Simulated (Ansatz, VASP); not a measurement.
**MgO in VASP and in Ansatz**

```
Mg O
1.0
    -1.65835    2.87275    0.00026
    -0.00007    0.00052    5.11660
     4.97104    2.87046    0.00021
Mg O
4 4
Cartesian
  -0.0005 1.9150 0.0317
  1.6559 4.7865 0.0320
  -0.0016 3.8297 2.5902
  3.3131 3.8284 2.5902
  -0.0004 1.9154 2.0388
  1.6560 4.7869 2.0390
  -0.0018 3.8298 4.5972
  3.3129 3.8286 4.5972
```

Change from the starting cell: cell x2, atoms moved at random (sigma 0.15 Å) and cell strained at random (1.5 %), then relaxed without symmetry.

Alike in both runs: functional PBE; k mesh 4 × 4 × 2; occupations gaussian, width 0.1 eV; no spin polarisation.

Ansatz relaxed the structure, and its values are those at the end. VASP's run is a single point on that final structure, the one shown.

|  | VASP | Ansatz |
| --- | --- | --- |
| version | VASP 6.6.1 | Ansatz 0.2.0 |
| potentials or method | VASP PAW PBE potentials, release 64 (Mg, O), cutoff 520 eV | scalar-relativistic, plane waves, PAW |
| valence electrons in the cell | 32 | 64 |

```csv
,VASP,Ansatz,Ansatz less VASP
gap on the k mesh at the Fermi level (eV),3.39,3.41,+0.018
least direct gap on the mesh (eV),3.39,3.41,+0.018
pressure (GPa),-0.4,0.0,+0.40
```

VASP's potentials hold 32 valence electrons a cell and Ansatz's 64, so a difference there can come from the potentials and not from the codes.

The k mesh is coarse, so the values compare programs but aren't converged.
